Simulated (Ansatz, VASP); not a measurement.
**Li in VASP and in Ansatz**

Contents of POSCAR:

```
Li
1.0
    4.9612054717      0.0000000000      0.0000000000
   -2.4806027358      4.2965299719      0.0000000000
    0.0000000000      0.0000000000      3.0412189541
Li
3
Direct
    0.0000000000      0.0000000000      0.0000000000
    0.3333333333      0.6666666667      0.5000000000
    0.6666666667      0.3333333333      0.5000000000
```

INCAR.step1

```
SYSTEM = Li
PREC = Accurate
ENCUT = 600
ISMEAR = -1
SIGMA = 0.1
LREAL = .FALSE.
LASPH = .TRUE.
NELM = 80
GGA = PE
ALGO = Normal
EDIFF = 1E-4
LWAVE = .TRUE.
LCHARG = .FALSE.
```

The input INCAR.step2:

```
SYSTEM = Li
PREC = Accurate
ENCUT = 600
EDIFF = 1E-7
ISMEAR = -1
SIGMA = 0.1
LREAL = .FALSE.
LASPH = .TRUE.
NELM = 80
ALGO = Normal
ISIF = 3
LWAVE = .FALSE.
LCHARG = .FALSE.
METAGGA = R2SCAN
LMIXTAU = .TRUE.
IBRION = 2
NSW = 80
EDIFFG = -0.01
ISTART = 1
```

KPOINTS

```
regular mesh
0
G
  7 7 10
  0 0 0
```

Input for Ansatz:

```yaml
crystal:
  lattice:
    - [4.9612054717, 0.0, 0.0]
    - [-2.4806027358, 4.2965299719, 0.0]
    - [0.0, 0.0, 3.0412189541]
  atoms:
    - { symbol: Li, position: [0.0, 0.0, 0.0] }
    - { symbol: Li, position: [0.3333333333, 0.6666666667, 0.5] }
    - { symbol: Li, position: [0.6666666667, 0.3333333333, 0.5] }
hamiltonian:
  xc: r2scan
  pseudopotentials:
    kind: paw
    azcp:
      Li: "pseudopotentials/Li.paw.azcp"
basis:
  ecutwfc: 500
  fft_grid_basis: typed
kpoints:
  mp_grid: { grid: [7, 7, 10], shift: [0, 0, 0] }
magnetization:
  spin_polarized: false
scf:
  occupations: { method: fermi_dirac, width: 0.1 }
relax:
  max_steps: 60
  f_tol: 0.01
  cell: {}
```

Alike in both runs: task relaxation of cell and atoms; functional r2SCAN; k mesh 7 × 7 × 10; occupations fermi-dirac, width 0.1 eV; no spin polarisation.

|  | VASP | Ansatz |
| --- | --- | --- |
| version | VASP 6.6.1 | Ansatz 0.2.0 |
| potentials or method | VASP PAW PBE potentials, release 64 (Li_sv), cutoff 600 eV | plane waves (500 eV) with PAW, scalar-relativistic |
| valence electrons in the cell | 9 | 9 |

|  | VASP | Ansatz | Ansatz less VASP |
| --- | --- | --- | --- |
| relaxed volume (Å³/atom) | 20.48 | 21.03 | +0.549 |
| relaxed cell length with the largest relative difference (Å) | 4.945 | 4.992 | +0.0473 |

VASP's potentials were made for PBE, not for r2SCAN.

Noted on VASP's run: the cutoff is short for stress, so the pressure is rough.
